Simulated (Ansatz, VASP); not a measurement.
Au: VASP beside Ansatz

File POSCAR:

```
Au
1.0
   -1.7401324500      1.7401324500      1.5744055500
    1.7401324500     -1.7401324500      1.5744055500
    1.7401324500      1.7401324500     -1.5744055500
Au
1
Direct
    0.0000000000      0.0000000000      0.0000000000
```

Contents of INCAR.step1:

```
PREC = Accurate
ENCUT = 520
ISMEAR = 0
SIGMA = 0.15
LREAL = F
LASPH = T
NELM = 60
NBANDS = 12
GGA = PE
ALGO = Normal
EDIFF = 1E-4
LWAVE = T
LCHARG = F
```

Contents of INCAR.step2:

```
PREC = Accurate
ENCUT = 520
EDIFF = 1E-6
ISMEAR = 0
SIGMA = 0.15
LREAL = F
LASPH = T
NELM = 60
ALGO = Normal
ISIF = 2
LWAVE = F
LCHARG = T
METAGGA = R2SCAN
LMIXTAU = T
LELF = T
LVHAR = T
NBANDS = 12
ISTART = 1
```

File KPOINTS:

```
regular mesh
0
Gamma
  20 20 20
```

Input for Ansatz:

```yaml
crystal:
  lattice:
    - [-1.74013245, 1.74013245, 1.57440555]
    - [1.74013245, -1.74013245, 1.57440555]
    - [1.74013245, 1.74013245, -1.57440555]
  atoms:
    - { symbol: Au, position: [0.0, 0.0, 0.0] }
basis:
  ecutwfc: 500
kpoints:
  mp_grid: { grid: [20, 20, 20] }
hamiltonian:
  xc: r2scan
scf:
  occupations: { method: gaussian, width: 0.15 }
output:
  forces: true
  stress: true
  eigenvalues: true
```

Change from the starting cell: strain +0.050 along x and y, -0.050 along z, atoms carried along.

Alike in both runs: task single point; functional r2SCAN; k mesh 20 × 20 × 20; occupations gaussian, width 0.15 eV; no spin polarisation.

|  | VASP | Ansatz |
| --- | --- | --- |
| version | VASP 6.6.1 | Ansatz 0.2.0 |
| potentials or method | VASP PAW PBE potentials, release 64 (Au), cutoff 520 eV | scalar-relativistic, plane waves, PAW |
| valence electrons in the cell | 11 | 19 |

Ansatz gave:

| Quantity | Value |
| --- | --- |
| gap on the k mesh at the Fermi level (eV) | none |
| pressure (GPa) | -9.4 |
| traceless stress, the component that is largest in VASP (GPa) | -0.69 |

Q: What did VASP give for the same quantities?

A: gap on the k mesh at the Fermi level (eV): none; pressure (GPa): -9.3; traceless stress, the component that is largest in VASP (GPa): -0.70.

VASP's potentials were made for PBE, not for r2SCAN. A gap of «none» marks a metal or a gap that the smearing closes. With one functional, cell and mesh, what is left measures potentials, basis and numerics. VASP's potentials hold 11 valence electrons a cell and Ansatz's 19, so a difference there can come from the potentials and not from the codes.

Spin-orbit coupling is off throughout.
